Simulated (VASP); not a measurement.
Crystal: NaCl.

```
Na Cl
1.0
     0.00000    2.84804    2.84804
     2.84804    0.00000    2.84804
     2.84804    2.84804    0.00000
Na Cl
1 1
Direct
  0.00000 0.00000 0.00000
  0.50000 0.50000 0.50000
```

Base run:

| Item | Value |
| --- | --- |
| Program | VASP 6.6.1 |
| Functional | PBE |
| Potentials or basis | VASP PAW PBE potentials, release 64 (Na_pv, Cl) |
| Cutoff | 520 eV |
| k mesh | 8 × 8 × 8 |
| Occupations | gaussian, width 0.02 eV |
| Spin | no spin polarisation |

Its results: band gap on the k mesh 4.99 eV; pressure 0.0 GPa.

Question: The run is repeated on the same cell with these changes: functional from PBE to PBEsol. What comes out?

Answer: Band gap on the k mesh 4.83 eV; pressure -1.1 GPa.

PBEsol binds more tightly than PBE, so the same cell stands under less pressure.

Caveats: the PAW data sets were made with another functional, which shifts forces and pressure a little (at least some runs).

A k mesh can miss the band edges.
